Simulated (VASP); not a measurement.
HgTe (rocksalt type), 2 atoms in the cell. It takes space group Fm-3m (No. 225, cubic). The conventional cell has a = 5.957 Å, b = 5.957 Å, c = 5.957 Å, α = 90.00°, β = 90.00°, γ = 90.00°. Hg (site symmetry m-3m) has 6 Te at 2.98 Å within 3.9 Å. Within 3.9 Å of Te (site symmetry m-3m) lie 6 Hg at 2.98 Å. 

```yaml
Program: VASP 6.6.1
Task: relaxation of cell and atoms
Functional: PBE
Potentials_or_basis: VASP PAW PBE potentials, release 64 (Hg, Te)
Cutoff: 600 eV
k_mesh: 12 × 12 × 12
Occupations: fermi-dirac, width 0.08 eV
Spin: no spin polarisation
Dipole_correction: no
Further_INCAR_settings: ALGO = Normal; EDIFF = 1e-06; IBRION = 2; EDIFFG = -0.005; NSW = 60; ISIF = 3
```

Potentials or basis: VASP PAW PBE potentials, release 64 (Hg, Te).

Run with:

```console
$ cat potpaw_PBE.64/Hg/POTCAR potpaw_PBE.64/Te/POTCAR > POTCAR
$ mpirun -np 1 vasp_std > vasp.out
```

Hardware: 1 thread of Intel(R) Xeon(R) Platinum 8488C (Sapphire Rapids), with other jobs on the host.

**Question.** How long does it take, and how much memory?

**Answer.** Run time: 2 min on 1 thread of Intel(R) Xeon(R) Platinum 8488C (Sapphire Rapids), with other jobs on the host, peak memory 0.25 GiB. Counts: scf iterations 40, k points 72, ion steps 5.
